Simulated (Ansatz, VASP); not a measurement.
**Two plane-wave programs on KCl**

INCAR

```
PREC     = Accurate       # precision mode
ENCUT    = 500            # plane-wave cutoff, eV
EDIFF    = 1E-6           # SCF threshold, eV
ISMEAR   = 1              # smearing method
SIGMA    = 0.6            # smearing width, eV
LREAL    = F              # projectors in reciprocal space
LASPH    = T              # aspherical terms in the spheres
NELM     = 120            # most SCF steps
ALGO     = Normal         # electronic algorithm
ISIF     = 2              # what is computed and relaxed
LWAVE    = F              # write WAVECAR
LCHARG   = F              # write CHGCAR
GGA      = PE             # functional
NBANDS   = 15             # bands
GGA_COMPAT= F
```

File KPOINTS:

```
Automatic mesh
0
Gamma
  4 4 4
```

POSCAR

```
KCl
1.0
    3.8391960000      0.0000000000      0.0000000000
    0.0000000000      3.8391960000      0.0000000000
    0.0000000000      0.0000000000      3.8391960000
K Cl
1 1
Direct
    0.0000000000      0.0000000000      0.0000000000
    0.5000000000      0.5000000000      0.5000000000
```

Input for Ansatz:

```yaml
crystal:
  lattice:
    - [3.839196, 0.0, 0.0]
    - [0.0, 3.839196, 0.0]
    - [0.0, 0.0, 3.839196]
  atoms:
    - { symbol: K, position: [0.0, 0.0, 0.0] }
    - { symbol: Cl, position: [0.5, 0.5, 0.5] }
basis:
  ecutwfc: 420
kpoints:
  mp_grid: { grid: [4, 4, 4] }
hamiltonian:
  xc: pbe
scf:
  occupations: { method: methfessel_paxton, width: 0.6 }
  convergence: { dr2_threshold: "1e-12 eV" }
  max_iter: 66
output:
  forces: true
  stress: true
  eigenvalues: true
  dos: {}
```

Alike in both runs: task single point; functional PBE; k mesh 4 × 4 × 4; occupations methfessel-paxton of order 1, width 0.6 eV; no spin polarisation.

```csv
,VASP,Ansatz
version,VASP 6.6.1,Ansatz 0.2.0
potentials or method,"VASP PAW PBE potentials, release 64 (K_sv, Cl), cutoff 500 eV","scalar-relativistic, plane waves, PAW"
valence electrons in the cell,16,16
```

|  | VASP | Ansatz | Ansatz less VASP |
| --- | --- | --- | --- |
| gap on the k mesh at the Fermi level (eV) | 4.80 | 4.80 | -0.005 |
| least direct gap on the mesh (eV) | 5.00 | 5.00 | -0.005 |
| pressure (GPa) | -0.2 | 0.0 | +0.12 |

With one functional, cell and mesh, what is left measures potentials, basis and numerics.
